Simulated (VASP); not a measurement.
# ScTl (Fm-3m) in VASP: a series of runs

Runs on ScTl. Level: PBE. Tasks: single point.

Everything below comes from runs of VASP 6.6.1. Logs are shortened: lines on timing, memory, paths and dates and some standing lists are left out, and cuts for length are marked.

## 1. The cell of the first run

It takes space group Fm-3m (No. 225, cubic). Conventional cell: a = 5.976 Å, b = 5.976 Å, c = 5.976 Å, α = 90.00°, β = 90.00°, γ = 90.00°. Within 3.9 Å of Sc (site symmetry m-3m) lie 6 Tl at 2.99 Å. Tl (site symmetry m-3m) has 6 Sc at 2.99 Å within 3.9 Å.

## 2. Single point, PBE, collinear spin, ferromagnetic start

INCAR reads:

```
SYSTEM = ScTl
  PREC = Accurate
  ENCUT = 500
  EDIFF = 1E-6
  ISMEAR = 0
  SIGMA = 0.1
  LREAL = .False.
  LASPH = .True.
  NELM = 200
  ALGO = Normal
  ISIF = 2
  LWAVE = .False.
  LCHARG = .False.
  ISPIN = 2
  MAGMOM = 0.3 0
  LORBIT = 11
  LMAXMIX = 4
  GGA = PE
  NBANDS = 23
  GGA_COMPAT = .False.
```

KPOINTS reads:

```
regular mesh
0
Gamma
  16 16 16
  0 0 0
```

POSCAR reads:

```
ScTl
1.0
    0.0000000000      2.9878952271      2.9878952271
    2.9878952271      0.0000000000      2.9878952271
    2.9878952271      2.9878952271      0.0000000000
Sc Tl
1 1
Direct
    0.0000000000      0.0000000000      0.0000000000
    0.5000000000      0.5000000000      0.5000000000
```

Potentials or basis: VASP PAW PBE potentials, release 64 (Sc_sv, Tl_d).

Run with:

```
$ cat potpaw_PBE.64/Sc_sv/POTCAR potpaw_PBE.64/Tl_d/POTCAR > POTCAR
$ mpirun -np 1 vasp_std > vasp.out
```

OUTCAR:

```text
SYSTEM = ScTl
   PREC = Accurate
   ENCUT = 500
   EDIFF = 1E-6
   ISMEAR = 0
   LREAL = .False.
   LASPH = .True.
   NELM = 200
   ISIF = 2
   ISPIN = 2
   LORBIT = 11
   GGA = PE

 ion  position               nearest neighbor table
   1  0.000  0.000  0.000-   2 2.99   2 2.99   2 2.99   2 2.99   2 2.99   2 2.99
   2  0.500  0.500  0.500-   1 2.99   1 2.99   1 2.99   1 2.99   1 2.99   1 2.99

  LATTYP: Found a face centered cubic cell.
 ALAT       =     5.9757904542

  Lattice vectors:

 A1 = (   0.0000000000,   2.9878952271,   2.9878952271)
 A2 = (   2.9878952271,   0.0000000000,   2.9878952271)
 A3 = (   2.9878952271,   2.9878952271,   0.0000000000)

Analysis of symmetry for initial positions (statically):
=====================================================================
 Subroutine PRICEL returns:
 Original cell was already a primitive cell.

 Routine SETGRP: Setting up the symmetry group for a
 face centered cubic supercell.

 Subroutine GETGRP returns: Found 48 space group operations
 (whereof 48 operations were pure point group operations)
 out of a pool of 48 trial point group operations.

The static configuration has the point symmetry O_h .

Analysis of symmetry for dynamics (positions and initial velocities):
=====================================================================
 Subroutine PRICEL returns:
 Original cell was already a primitive cell.

 Routine SETGRP: Setting up the symmetry group for a
 face centered cubic supercell.

 Subroutine GETGRP returns: Found 48 space group operations
 (whereof 48 operations were pure point group operations)
 out of a pool of 48 trial point group operations.

The dynamic configuration has the point symmetry O_h .

Analysis of structural, dynamic, and magnetic symmetry:
=====================================================================
 Subroutine PRICEL returns:
 Original cell was already a primitive cell.

 Routine SETGRP: Setting up the symmetry group for a
 face centered cubic supercell.

 Subroutine GETGRP returns: Found 48 space group operations
 (whereof 48 operations were pure point group operations)
 out of a pool of 48 trial point group operations.

The overall configuration has the point symmetry O_h .

 Subroutine INISYM returns: Found 48 space group operations
 (whereof 48 operations are pure point group operations),
 and found     1 'primitive' translations

----------------------------------------------------------------------------------------

                                     Primitive cell

  volume of cell :      53.3490

  direct lattice vectors                    reciprocal lattice vectors
     0.000000000  2.987895227  2.987895227    -0.167341878  0.167341878  0.167341878
     2.987895227  0.000000000  2.987895227     0.167341878 -0.167341878  0.167341878
     2.987895227  2.987895227  0.000000000     0.167341878  0.167341878 -0.167341878

  length of vectors
     4.225521953  4.225521953  4.225521953     0.289844636  0.289844636  0.289844636

  position of ions in fractional coordinates (direct lattice)
     0.000000000  0.000000000  0.000000000
     0.500000000  0.500000000  0.500000000

  ion indices of the primitive-cell ions
   primitive index   ion index
                 1           1
                 2           2

----------------------------------------------------------------------------------------

 KPOINTS: regular mesh

Automatic generation of k-mesh.
 Grid dimensions read from file:
 generate k-points for:   16   16   16

 Generating k-lattice:

  Cartesian coordinates                     Fractional coordinates (reciprocal lattice)
    -0.010458867  0.010458867  0.010458867     0.062500000  0.000000000  0.000000000
     0.010458867 -0.010458867  0.010458867     0.000000000  0.062500000  0.000000000
     0.010458867  0.010458867 -0.010458867     0.000000000  0.000000000  0.062500000

  Length of vectors
     0.018115290  0.018115290  0.018115290

  Shift w.r.t. Gamma in fractional coordinates (k-lattice)
     0.000000000  0.000000000  0.000000000

 Subroutine IBZKPT returns following result:
 ===========================================

 Found    145 irreducible k-points:

 Following reciprocal coordinates:
            Coordinates               Weight
  0.000000  0.000000  0.000000      1.000000
  0.062500  0.000000  0.000000      8.000000
  0.125000  0.000000  0.000000      8.000000
  0.187500  0.000000  0.000000      8.000000
  0.250000  0.000000  0.000000      8.000000
  0.312500  0.000000  0.000000      8.000000
[... 16 lines left out ...]
 -0.125000  0.062500  0.000000     24.000000
 -0.062500  0.062500  0.000000     12.000000
 [... further k-points ...]
   k-points           NKPTS =    145   k-points in BZ     NKDIM =    145   number of bands    NBANDS=     23
   number of dos      NEDOS =    301   number of ions     NIONS =      2
   total plane-waves  NPLWV =  32768
   dimension x,y,z NGX =    32 NGY =   32 NGZ =   32
   dimension x,y,z NGXF=    64 NGYF=   64 NGZF=   64
   ions per type =               1   1
   NGX,Y,Z   is equivalent  to a cutoff of  12.59, 12.59, 12.59 a.u.
   NGXF,Y,Z  is equivalent  to a cutoff of  25.18, 25.18, 25.18 a.u.
 SYSTEM =  ScTl
   PREC   = accura    normal or accurate (medium, high low for compatibility)
   ISTART =      0    job   : 0-new  1-cont  2-samecut
   ICHARG =      2    charge: 1-file 2-atom 10-const
   ISPIN  =      2    spin polarized calculation?
   LNONCOLLINEAR =      F non collinear calculations
   LSORBIT =      F    spin-orbit coupling
   LASPH  =      T    aspherical Exc in radial PAW
   ENCUT  =  500.0 eV  36.75 Ry    6.06 a.u.   7.70  7.70  7.70*2*pi/ulx,y,z
   NELM   =    200;   NELMIN=  2; NELMDL= -5     # of ELM steps
   EDIFF  = 0.1E-05   stopping-criterion for ELM
   LREAL  =      F    real-space projection
   EDIFFG = 0.1E-04   stopping-criterion for IOM
   NSW    =      0    number of steps for IOM
   IBRION =     -1    ionic relax: 0-MD 1-quasi-New 2-CG
   NFREE  =      0    steps in history (QN), initial steepest desc. (CG)
   ISIF   =      2    stress and relaxation
   ISYM   =      2    0-nonsym 1-usesym 2-fastsym
   POTIM  = 0.5000    time-step for ionic-motion
   TEBEG  =    0.0;   TEEND  =   0.0 temperature during run
   PSTRESS=    0.0 pullay stress
   NELECT =      24.0000    total number of electrons
   NUPDOWN=      -1.0000    fix difference up-down
   EMIN   =  10.00;   EMAX   =-10.00  energy-range for DOS
   EFERMI =   0.00;   METHOD = LEGACY
   ISMEAR =     0;   SIGMA  =   0.10  broadening in eV -4-tet -1-fermi 0-gaus
   EFERMI_NEDOS =   21; number of points for ismear=-14 and -15
   IALGO  =     38    algorithm
   IMIX   =      4    mixing-type and parameters
     AMIX     =   0.40;   BMIX     =  1.00
     AMIX_MAG =   1.60;   BMIX_MAG =  1.00
  volume/ion in A,a.u.               =      26.67       180.01
  Fermi-wavevector in a.u.,A,eV,Ry     =   1.254401  2.370475 21.409080  1.573523
  Thomas-Fermi vector in A             =   2.388208
   LORBIT       =     11    0 simple, 1 ext, 2 COOP (PROOUT), +10 PAW based schemes
   GGA     = PE    functional components
   LHFCALC =     F    Hartree Fock is set to
   AEXX    =    0.0000 exact exchange contribution
   IVDW    =     0    specifies the selected vdW correction
   LEPSILON=     F    determine dielectric tensor
   LRPA    =     F    only Hartree local field effects (RPA)
 spin polarized calculation
 Gauss-broadening in eV      SIGMA  =   0.10
  energy-cutoff  :      500.00
  volume of cell :       53.35
 maximum number of plane-waves:      1375
   NGX = 15   NGY = 15   NGZ = 15

 number of electron      24.0000005 magnetization       0.4664174

 Free energy of the ion-electron system (eV)
  ---------------------------------------------------
  ext. energy  EPLUGINS =         0.00000000
  ---------------------------------------------------
  free energy    TOTEN  =        -8.39062234 eV

  energy without entropy =       -8.37426426  energy(sigma->0) =       -8.38244330

 E-fermi :   5.1337     XC(G=0):  -9.9852

 val. band max:        5.1333660788   @ k =   0.3750   0.1875   0.0000
 cond. band min:       5.1346175605   @ k =   0.5000   0.3125   0.1250
 fundamental gap:      0.0012514817
 Fermi energy:         5.1336517816

 spin component 1

 k-point     1 :       0.0000    0.0000    0.0000
  band No.  band energies     occupation
      1     -44.9195      1.00000
      2     -23.5433      1.00000
      3     -23.5433      1.00000
      4     -23.5433      1.00000
      5      -6.4050      1.00000
      6      -6.4050      1.00000
[... 15 lines left out ...]
     22      16.0092      0.00000
     23      16.0092      0.00000

 k-point     2 :       0.0625    0.0000    0.0000
  band No.  band energies     occupation
      1     -44.9194      1.00000
      2     -23.5446      1.00000
      3     -23.5436      1.00000
      4     -23.5436      1.00000
      5      -6.4017      1.00000
      6      -6.4017      1.00000
[... 15 lines left out ...]
     22      15.7502      0.00000
     23      15.7502      0.00000

 k-point     3 :       0.1250    0.0000    0.0000
  band No.  band energies     occupation
      1     -44.9192      1.00000
      2     -23.5479      1.00000
      3     -23.5444      1.00000
      4     -23.5444      1.00000
      5      -6.3927      1.00000
      6      -6.3927      1.00000
[... 15 lines left out ...]
     22      15.2882      0.00000
     23      15.5923      0.00000
[... 495 lines left out ...]
 k-point    23 :      -0.1250    0.0625    0.0000
  band No.  band energies     occupation
      1     -44.9190      1.00000
      2     -23.5502      1.00000
      3     -23.5452      1.00000
      4     -23.5450      1.00000
      5      -6.3909      1.00000
      6      -6.3825      1.00000
[... 15 lines left out ...]
     22      15.2253      0.00000
     23      15.8716      0.00000

 k-point    24 :      -0.0625    0.0625    0.0000
  band No.  band energies     occupation
      1     -44.9193      1.00000
      2     -23.5464      1.00000
      3     -23.5442      1.00000
      4     -23.5441      1.00000
      5      -6.3987      1.00000
      6      -6.3946      1.00000
[... 15 lines left out ...]
     22      15.4237      0.00000
     23      15.7829      0.00000

 [... further k-points ...]

 spin component 2

 k-point     1 :       0.0000    0.0000    0.0000
  band No.  band energies     occupation
      1     -44.7257      1.00000
      2     -23.3443      1.00000
      3     -23.3443      1.00000
      4     -23.3443      1.00000
      5      -6.3710      1.00000
      6      -6.3710      1.00000
[... 15 lines left out ...]
     22      16.1721      0.00000
     23      16.1721      0.00000

 k-point     2 :       0.0625    0.0000    0.0000
  band No.  band energies     occupation
      1     -44.7257      1.00000
      2     -23.3455      1.00000
      3     -23.3446      1.00000
      4     -23.3446      1.00000
      5      -6.3679      1.00000
      6      -6.3679      1.00000
[... 15 lines left out ...]
     22      15.9037      0.00000
     23      15.9037      0.00000

 k-point     3 :       0.1250    0.0000    0.0000
  band No.  band energies     occupation
      1     -44.7255      1.00000
      2     -23.3489      1.00000
      3     -23.3454      1.00000
      4     -23.3454      1.00000
      5      -6.3594      1.00000
      6      -6.3594      1.00000
[... 15 lines left out ...]
     22      15.4456      0.00000
     23      15.7316      0.00000
[... 495 lines left out ...]
 k-point    23 :      -0.1250    0.0625    0.0000
  band No.  band energies     occupation
      1     -44.7253      1.00000
      2     -23.3512      1.00000
      3     -23.3462      1.00000
      4     -23.3459      1.00000
      5      -6.3576      1.00000
      6      -6.3497      1.00000
[... 15 lines left out ...]
     22      15.3684      0.00000
     23      16.0057      0.00000

 k-point    24 :      -0.0625    0.0625    0.0000
  band No.  band energies     occupation
      1     -44.7256      1.00000
      2     -23.3474      1.00000
      3     -23.3451      1.00000
      4     -23.3450      1.00000
      5      -6.3650      1.00000
      6      -6.3612      1.00000
[... 15 lines left out ...]
     22      15.5977      0.00000
     23      15.9186      0.00000

 [... further k-points ...]
[... 5 lines left out ...]
  --------------------------------------------------------------------------------------
  -------------------------------------------------------------------------------------
  Total       -0.0111234     -0.0111234     -0.0111234     -0.0000000      0.0000000      0.0000000
  in kB       -0.3340595     -0.3340595     -0.3340595     -0.0000000      0.0000000      0.0000000
  external PRESSURE =      -0.3340595 kB  Pullay stress =       0.0000000 kB

 VOLUME and BASIS-vectors are now :
 -----------------------------------------------------------------------------
  energy-cutoff  :      500.00
  volume of cell :       53.35
      direct lattice vectors                 reciprocal lattice vectors
     0.000000000  2.987895227  2.987895227    -0.167341878  0.167341878  0.167341878
     2.987895227  0.000000000  2.987895227     0.167341878 -0.167341878  0.167341878
     2.987895227  2.987895227  0.000000000     0.167341878  0.167341878 -0.167341878

 POSITION                                       TOTAL-FORCE (eV/Angst)
 -----------------------------------------------------------------------------------
      0.00000      0.00000      0.00000         0.000000      0.000000      0.000000
      2.98790      2.98790      2.98790         0.000000     -0.000000     -0.000000
 -----------------------------------------------------------------------------------
    total drift:                                0.000000     -0.000000      0.000000

  FREE ENERGIE OF THE ION-ELECTRON SYSTEM (eV)
  ---------------------------------------------------
  free  energy   TOTEN  =        -8.3906223427 eV

  energy  without entropy=       -8.3742642610  energy(sigma->0) =       -8.38244330

 total charge

# of ion       s       p       d       tot
------------------------------------------
    1        2.189   6.084   1.031   9.304
    2        1.112   0.689   9.590  11.392
--------------------------------------------------
tot          3.301   6.773  10.622  20.696

 magnetization (x)

# of ion       s       p       d       tot
------------------------------------------
    1        0.005   0.007   0.227   0.240
    2       -0.004   0.074  -0.001   0.070
--------------------------------------------------
tot          0.001   0.082   0.226   0.309
```

Run time: 6.7 min. Hardware: 1 thread of AMD EPYC 9R45 (Zen 5), shared host; peak memory 0.37 GiB.

Results:

- Free energy: -8.3906 eV
- Pressure: 0.0 GPa
- Net moment: 0.47 μB per cell
- Site moments: Sc +0.24; Tl +0.07 μB
- Valence electrons inside the program's atomic spheres: Sc 9.30; Tl 11.39

Levels at points of the mesh, in eV from the Fermi level:
Spin up:
| k point | band 9 | band 10 | band 11 | band 12 | band 13 | band 14 | band 15 | band 16 |
| --- | --- | --- | --- | --- | --- | --- | --- | --- |
| (0.00, 0.00, 0.00) | -11.41 | -8.53 | 1.19 | 1.19 | 1.19 | 1.63 | 1.63 | 4.29 |
| (0.50, 0.00, 0.00) | -11.30 | -6.32 | -3.30 | -0.35 | -0.35 | 1.80 | 1.80 | 2.18 |
| (0.50, 0.50, 0.00) | -11.25 | -6.30 | -2.11 | 0.30 | 1.20 | 1.20 | 1.94 | 2.13 |
Spin down:
| k point | band 9 | band 10 | band 11 | band 12 | band 13 | band 14 | band 15 | band 16 |
| --- | --- | --- | --- | --- | --- | --- | --- | --- |
| (0.00, 0.00, 0.00) | -11.39 | -8.40 | 1.32 | 1.32 | 1.32 | 1.96 | 1.96 | 4.47 |
| (0.50, 0.00, 0.00) | -11.28 | -6.20 | -3.14 | -0.08 | -0.08 | 1.98 | 1.98 | 2.33 |
| (0.50, 0.50, 0.00) | -11.24 | -6.15 | -1.97 | 0.41 | 1.37 | 1.37 | 2.26 | 2.26 |

Caveat: spin-orbit coupling is left out, which moves the levels of the heavy elements.

## 3. Single point, PBE, collinear spin, ferromagnetic start

This run uses another cell than the first one, of 27.63 Å³/atom, 1.036 times its volume.

INCAR reads:

```
SYSTEM = ScTl
PREC = Accurate ; ENCUT = 500
EDIFF = 1E-6 ; ISMEAR = 0
SIGMA = 0.1 ; LREAL = .False.
LASPH = .True. ; NELM = 200
ALGO = Normal ; ISIF = 2
LWAVE = .False. ; LCHARG = .True.
ISPIN = 2 ; MAGMOM = 1 0
LORBIT = 11 ; LMAXMIX = 4
GGA = PE ; LELF = .True.
LVHAR = .True. ; NBANDS = 23
GGA_COMPAT = .False.
```

KPOINTS reads:

```
regular mesh
0
Gamma
  6 6 6
  0 0 0
```

POSCAR reads:

```
ScTl
1.0
    0.0000000000      3.0229762600      3.0229762600
    3.0229762600      0.0000000000      3.0229762600
    3.0229762600      3.0229762600      0.0000000000
Sc Tl
1 1
Direct
    0.0000000000      0.0000000000      0.0000000000
    0.5000000000      0.5000000000      0.5000000000
```

Potentials or basis: VASP PAW PBE potentials, release 64 (Sc_sv, Tl_d).

Run with:

```
$ cat potpaw_PBE.64/Sc_sv/POTCAR potpaw_PBE.64/Tl_d/POTCAR > POTCAR
$ mpirun -np 1 vasp_std > vasp.out
```

Wall time 42 s (1 thread of AMD EPYC 9R45 (Zen 5), shared host); peak memory 0.18 GiB.

Results (log left out):

```yaml
Free_energy: -8.3972 eV
Pressure: -1.6 GPa
Net_moment: 0.51 μB per cell
Site_moments: Sc +0.28; Tl +0.07 μB
Valence_electrons_inside_the_program's_atomic_spheres: Sc 9.27; Tl 11.37
```

Levels at points of the mesh, in eV from the Fermi level:
Spin up:
```tsv
k point	band 9	band 10	band 11	band 12	band 13	band 14	band 15	band 16
(0.00, 0.00, 0.00)	-11.33	-8.36	1.14	1.14	1.14	1.51	1.51	4.15
(0.50, 0.00, 0.00)	-11.24	-6.26	-3.19	-0.34	-0.34	1.72	1.72	2.08
(0.50, 0.50, 0.00)	-11.19	-6.21	-2.02	0.30	1.17	1.17	1.80	2.04
```
Spin down:
```csv
k point,band 8,band 9,band 10,band 11,band 12,band 13,band 14,band 15
"(0.00, 0.00, 0.00)",-11.31,-11.31,-8.22,1.29,1.29,1.29,1.90,1.90
"(0.50, 0.00, 0.00)",-11.22,-11.22,-6.13,-3.03,-0.04,-0.04,1.92,1.92
"(0.50, 0.50, 0.00)",-11.17,-11.17,-6.05,-1.89,0.42,1.35,1.35,2.18
```

Caveat: spin-orbit coupling is left out, which moves the levels of the heavy elements.
